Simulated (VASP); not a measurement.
Input of a VASP 6.6.1 run:

The input INCAR:

```
SYSTEM = Co
PREC = Accurate
ENCUT = 520
EDIFF = 1E-7
ISMEAR = -1
SIGMA = 0.01
LREAL = .FALSE.
LASPH = .TRUE.
NELM = 150
ALGO = Normal
ISIF = 2
LWAVE = .FALSE.
LCHARG = .FALSE.
ISPIN = 2
MAGMOM = 1.558 1.558
LORBIT = 11
LMAXMIX = 4
GGA = CA
NBANDS = 20
```

KPOINTS

```
regular mesh
0
G
  15 15 8
  0 0 0
```

File POSCAR:

```
Co
1.0
    2.4273810165      0.0000000000      0.0000000000
   -1.2136905082      2.1021736250      0.0000000000
    0.0000000000      0.0000000000      3.9230481332
Co
2
Direct
    0.3333333333      0.6666666667      0.2500000000
    0.6666666667      0.3333333333      0.7500000000
```

Potentials or basis: VASP PAW LDA potentials, release 64 (Co).

The run is started by

```sh
$ cat potpaw_LDA.64/Co/POTCAR > POTCAR
$ mpirun -np 1 vasp_std > vasp.out
```

Problem. Predict the net moment.

Solution. 3.01 μB per cell.

Problem. Estimate the site moments.

Solution. Co +1.50 μB.

Stress tensor (GPa, compression positive):
```
-0.49  0.00  0.00
 0.00 -0.49  0.00
 0.00  0.00 -1.66
```
